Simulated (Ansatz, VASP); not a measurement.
## Two plane-wave programs on SiC

```
Si C
1.0
     0.00000    2.22174    2.22174
     2.22174    0.00000    2.22174
     2.22174    2.22174    0.00000
Si C
1 1
Direct
  0.00000 0.00000 0.00000
  0.25000 0.25000 0.25000
```

Change from the starting cell: volume scaled by 1.06, ions relaxed.

Alike in both runs: task relaxation of the atoms; functional PBE; k mesh 17 × 17 × 17; occupations fermi-dirac, width 0.02 eV; no spin polarisation.

|  | VASP | Ansatz |
| --- | --- | --- |
| version | VASP 6.6.1 | Ansatz 0.2.0 |
| potentials or method | VASP PAW PBE potentials, release 64 (Si, C) | plane-wave PAW, scalar-relativistic |
| plane-wave cutoff (eV) | 520 | 420 |
| valence electrons in the cell | 8 | 8 |

```csv
,VASP,Ansatz,Ansatz less VASP
"gap on the k mesh at the Fermi level, each at its own relaxed structure (eV)",1.45,1.45,+0.001
```

Ansatz's warnings: stress scf threshold loose.

Noted on VASP's run: the relaxation stopped at its first step, so nothing moved.
